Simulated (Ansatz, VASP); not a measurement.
**SnO2: VASP beside Ansatz**

```
Sn O
1.0
     4.70620    0.00000    0.00000
     0.00000    4.70620    0.00000
     0.00000    0.00000    3.16511
Sn O
2 4
Direct
  0.00000 0.00000 0.00000
  0.50000 0.50000 0.50000
  0.30511 0.30511 0.00000
  0.19489 0.80511 0.50000
  0.69489 0.69489 0.00000
  0.80511 0.19489 0.50000
```

Change from the starting cell: volume scaled by 0.98, ions relaxed.

Alike in both runs: functional PBE; k mesh 7 × 7 × 9; occupations fermi-dirac, width 0.02 eV; no spin polarisation.

Ansatz relaxed the structure, and its values are those at the end. VASP's run is a single point on that final structure, the one shown.

|  | VASP | Ansatz |
| --- | --- | --- |
| version | VASP 6.6.1 | Ansatz 0.2.0 |
| potentials or method | VASP PAW PBE potentials, release 64 (Sn_d, O) | plane-wave PAW, scalar-relativistic |
| plane-wave cutoff (eV) | 520 | 420 |
| valence electrons in the cell | 52 | 52 |

VASP gave:

```
gap on the k mesh at the Fermi level (eV) : 1.47
pressure (GPa)                            : 16.3
rms of the force components (eV/Å)        : 0.016
```

Estimate Ansatz's values.

gap on the k mesh at the Fermi level (eV): 1.48; pressure (GPa): 15.6; rms of the force components (eV/Å): 0.009.

The functional is the same, so the differences come from potentials, cutoffs and numerics. Ansatz's warnings: stress scf threshold loose.
